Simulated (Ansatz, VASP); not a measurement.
# Two plane-wave programs on CuO

```
Cu O
1.0
     4.17442    0.00000    0.33057
     0.00000    4.15212    0.00000
     1.67472    2.07606    5.36688
Cu O
4 4
Direct
  0.25000 0.25000 0.00000
  0.00000 0.50000 0.50000
  0.75000 0.75000 0.00000
  0.50000 0.00000 0.50000
  0.37500 0.87496 0.25000
  0.12500 0.62504 0.75000
  0.87500 0.37496 0.25000
  0.62500 0.12504 0.75000
```

Alike in both runs: task single point; functional PBE; k mesh 4 × 4 × 4; occupations gaussian, width 0.05 eV; collinear spin; Hubbard terms Cu d U = 4.0 eV.

|  | VASP | Ansatz |
| --- | --- | --- |
| version | VASP 6.6.1 | Ansatz 0.2.0 |
| potentials or method | VASP PAW PBE potentials, release 64 (Cu, O), cutoff 520 eV | scalar-relativistic, plane waves, PAW |
| valence electrons in the cell | 68 | 100 |

```csv
,VASP,Ansatz,Ansatz less VASP
gap on the k mesh at the Fermi level (eV),0.80,0.51,-0.291
least direct gap on the mesh (eV),1.08,0.81,-0.273
pressure (GPa),-2.9,-0.2,+2.74
net moment per atom (μB),0.00,0.00,0.000
size of the moment on the site where the two differ most (μB),0.59,0.54,-0.044
```

Site moments also hang on the region over which each program counts them. The programs project onto different local orbitals, so the same U acts differently, and such runs can settle in different states. VASP's potentials hold 68 valence electrons a cell and Ansatz's 100, so a difference there can come from the potentials and not from the codes.
